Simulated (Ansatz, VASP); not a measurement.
## MgO in VASP and in Ansatz

```
CELL_PARAMETERS angstrom
0.00000 2.09700 2.09700
2.09700 0.00000 2.09700
2.09700 2.09700 0.00000
ATOMIC_POSITIONS crystal
Mg 0.00000 0.00000 0.00000
O 0.50000 0.50000 0.50000
```

Alike in both runs: task relaxation of cell and atoms; functional PBE; dispersion D4; k mesh 11 × 11 × 11; occupations fermi-dirac, width 0.05 eV; no spin polarisation.

|  | VASP | Ansatz |
| --- | --- | --- |
| version | VASP 6.6.1 | Ansatz 0.2.0 |
| potentials or method | VASP PAW PBE potentials, release 64 (Mg, O) | Ansatz PAW |
| plane-wave cutoff (eV) | 600 | 420 |
| valence electrons in the cell | 8 | 16 |

```tsv
	VASP	Ansatz	Ansatz less VASP
gap on the k mesh at the Fermi level, each at its own relaxed structure (eV)	4.69	4.65	-0.042
relaxed volume (Å³/atom)	9.38	9.43	+0.056
relaxed cell length with the largest relative difference (Å)	2.982	2.988	+0.0059
```

VASP's potentials hold 8 valence electrons a cell and Ansatz's 16, so a difference there can come from the potentials and not from the codes.

Noted on Ansatz's run: odd divisions of the mesh miss points on the zone boundary, where band edges often lie, so the gap on the mesh can be too wide; the plane-wave basis is chosen anew once the cell has moved, so the energies of steps on either side of that aren't comparable.
